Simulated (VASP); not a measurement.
HOs12 (a cell with a defect), 13 atoms in the cell. The cell holds a defect, 13 atoms: a = 5.480 Å, b = 8.220 Å, c = 4.326 Å, α = 90.00°, β = 90.00°, γ = 120.00°. 

- Program: VASP 6.6.1
- Task: single point
- Functional: LDA
- Potentials or basis: VASP PAW LDA potentials, release 64 (Os, H)
- Cutoff: 520 eV
- k mesh: 4 × 3 × 4
- Occupations: fermi-dirac, width 0.1 eV
- Spin: no spin polarisation
- Dipole correction: no
- Further INCAR settings: ALGO = Normal; EDIFF = 1e-06; NBANDS = 60

Potentials or basis: VASP PAW LDA potentials, release 64 (Os, H).

Run with:

```sh
$ cat potpaw_LDA.64/Os/POTCAR potpaw_LDA.64/H/POTCAR > POTCAR
$ mpirun -np 1 vasp_std > vasp.out
```

Hardware: 1 thread of AMD EPYC 7R13 Processor (Zen 3), on a shared host.

Q: Estimate the wall time of this run.

A: It took 4.1 min on 1 thread of AMD EPYC 7R13 Processor (Zen 3) (shared host), peak memory 0.31 GiB. Counts: scf iterations 16, k points 26.
